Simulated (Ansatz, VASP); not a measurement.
**Two plane-wave programs on BAs**

```
B As
1.0
     0.00000    2.33513    2.33513
     2.33513    0.00000    2.33513
     2.33513    2.33513    0.00000
B As
1 1
Direct
  0.00000 0.00000 0.00000
  0.25000 0.25000 0.25000
```

Change from the starting cell: volume scaled by 0.94, PAW files.

Alike in both runs: task single point; functional PBEsol; k mesh 14 × 14 × 14; occupations fermi-dirac, width 0.05 eV; no spin polarisation.

|  | VASP | Ansatz |
| --- | --- | --- |
| version | VASP 6.6.1 | Ansatz 0.2.0 |
| potentials or method | VASP PAW PBE potentials, release 64 (B, As_d) | PAW with Ansatz's default frozen-core files, scalar-relativistic |
| plane-wave cutoff (eV) | 560 | 420 |
| valence electrons in the cell | 18 | 18 |

VASP gave:

```
pressure (GPa) : 9.7
```

**Question.** Estimate Ansatz's values.

**Answer.** Pressure (GPa): 9.9.

VASP's potentials were made for PBE, not for PBEsol. With one functional, cell and mesh, what is left measures potentials, basis and numerics.
